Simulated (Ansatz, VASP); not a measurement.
## One calculation of CdS, two programs

```xyz
2
Lattice="0.0000 2.7532 2.7532 2.7532 0.0000 2.7532 2.7532 2.7532 0.0000" Properties=species:S:1:pos:R:3 pbc="T T T"
Cd    0.0000    0.0000    0.0000
S     2.7532    2.7532    2.7532
```

Alike in both runs: functional LDA; k mesh 8 × 8 × 8; occupations fermi-dirac, width 0.05 eV; no spin polarisation.

|  | VASP | Ansatz |
| --- | --- | --- |
| version | VASP 6.6.1 | Ansatz 0.2.0 |
| potentials or method | VASP PAW LDA potentials, release 64 (Cd, S), cutoff 520 eV | all-electron LAPW, scalar-relativistic |
| task | single point | band structure |

```csv
,VASP,Ansatz,Ansatz less VASP
gap on the k mesh at the Fermi level (eV),none,none,-
pressure (GPa),-6.4,-6.9,-0.48
```

LDA's correlation is that of Perdew and Zunger in VASP and of Perdew and Wang (1992) in Ansatz. A gap of «none» marks a metal or a gap that the smearing closes. Ansatz ran all-electron here, and VASP with PAW potentials.
